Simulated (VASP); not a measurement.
Write the native input for VASP 6.6.1 that does the following.

```yaml
Task: single point
Functional: PBEsol
Potentials_or_basis: VASP PAW PBE potentials, release 64 (Hf_pv, N)
Cutoff: 520 eV
k_mesh: 16 × 16 × 16
Occupations: gaussian, width 0.15 eV
Spin: no spin polarisation
Dipole_correction: no
Further_INCAR_settings: ALGO = Normal; EDIFF = 1e-07; NBANDS = 14
```

The structure of HfN lies in POSCAR:

```
HfN
1.0
    0.0000000000      2.4548220000      2.4548220000
    2.5039184400      0.0000000000      2.4548220000
    2.5039184400      2.4548220000      0.0000000000
Hf N
1 1
Direct
    0.0000000000      0.0000000000      0.0000000000
    0.7500000000      0.7500000000      0.7500000000
```

This cell differs from its parent crystal: strain +0.0200 x Voigt [1, 0, 0, 0, 0, 0].

One way to write it, as run:

INCAR

```
SYSTEM = HfN
PREC = Accurate
ENCUT = 520
EDIFF = 1E-7
ISMEAR = 0
SIGMA = 0.15
LREAL = .FALSE.
LASPH = .TRUE.
NELM = 60
ALGO = Normal
ISIF = 2
LWAVE = .FALSE.
LCHARG = .TRUE.
GGA = PS
LELF = .TRUE.
LVHAR = .TRUE.
NBANDS = 14
```

KPOINTS

```
regular mesh
0
G
  16 16 16
  0 0 0
```

Potentials or basis: VASP PAW PBE potentials, release 64 (Hf_pv, N).

Command:

```console
$ cat potpaw_PBE.64/Hf_pv/POTCAR potpaw_PBE.64/N/POTCAR > POTCAR
$ mpirun -np 1 vasp_std > vasp.out
```

It gave:

- Pressure: -9.4 GPa

Caveat: the cell differs from its parent crystal (strain +0.0200 x Voigt [1, 0, 0, 0, 0, 0]); the PAW data sets were made with another functional, which shifts forces and pressure a little.

It took 110 s on 1 thread of Intel(R) Xeon(R) Platinum 8488C (Sapphire Rapids), with other jobs on the host, peak memory 0.28 GiB.
